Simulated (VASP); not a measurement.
Wanted: the native input for a VASP 6.6.1 run.

```yaml
Task: single point
Functional: PBE
Potentials_or_basis: VASP PAW PBE potentials, release 64 (O, Hf_pv)
Cutoff: 520 eV
k_mesh: 9 × 9 × 1
Occupations: gaussian, width 0.05 eV
Spin: no spin polarisation
Dipole_correction: yes
Further_INCAR_settings: ALGO = Normal; EDIFF = 1e-06; NBANDS = 50
```

The structure of Hf3O8 lies in POSCAR:

```
Hf3O8
1.0
    3.6045556755      0.0000000000      0.0000000000
   -1.8022778378      3.1216367844      0.0000000000
    0.0000000000      0.0000000000     25.3008758470
O Hf
8 3
Direct
    0.6666666667      0.3333333333      0.2964324257
    0.0000000000      0.0000000000      0.3545945898
    0.3333333333      0.6666666667      0.4127567539
    0.6666666667      0.3333333333      0.4709189180
    0.0000000000      0.0000000000      0.5290810820
    0.3333333333      0.6666666667      0.5872432461
    0.6666666667      0.3333333333      0.6454054102
    0.0000000000      0.0000000000      0.7035675743
    0.6666666667      0.3333333333      0.3836756718
    0.3333333333      0.6666666667      0.5000000000
    0.0000000000      0.0000000000      0.6163243282
```

One way to write it, as run:

INCAR

```
ALGO = Normal
DIPOL = 0.5 0.5 0.500
EDIFF = 1E-6
ENCUT = 520
GGA = PE
IDIPOL = 3
ISIF = 2
ISMEAR = 0
LASPH = True
LCHARG = False
LDIPOL = True
LREAL = False
LWAVE = False
NBANDS = 50
NELM = 100
PREC = Accurate
SIGMA = 0.05
```

KPOINTS

```
k-points
0
Gamma
  9 9 1
```

Potentials or basis: VASP PAW PBE potentials, release 64 (O, Hf_pv).

The run is started by

```bash
$ cat potpaw_PBE.64/O/POTCAR potpaw_PBE.64/Hf_pv/POTCAR > POTCAR
$ mpirun -np 1 vasp_std > vasp.out
```

It gave:

```yaml
Largest_force: 2.796 eV/Å
Band_gap_on_the_k_mesh: zero (band 39 reaches -4.03 eV, above the bottom of band 40 at -4.13 eV)
```

Caveat: spin-orbit coupling is left out, which moves the levels of the heavy elements.

It took 4.3 min on 1 thread of Intel(R) Xeon(R) 6975P-C (Granite Rapids) (shared host), peak memory 0.45 GiB.
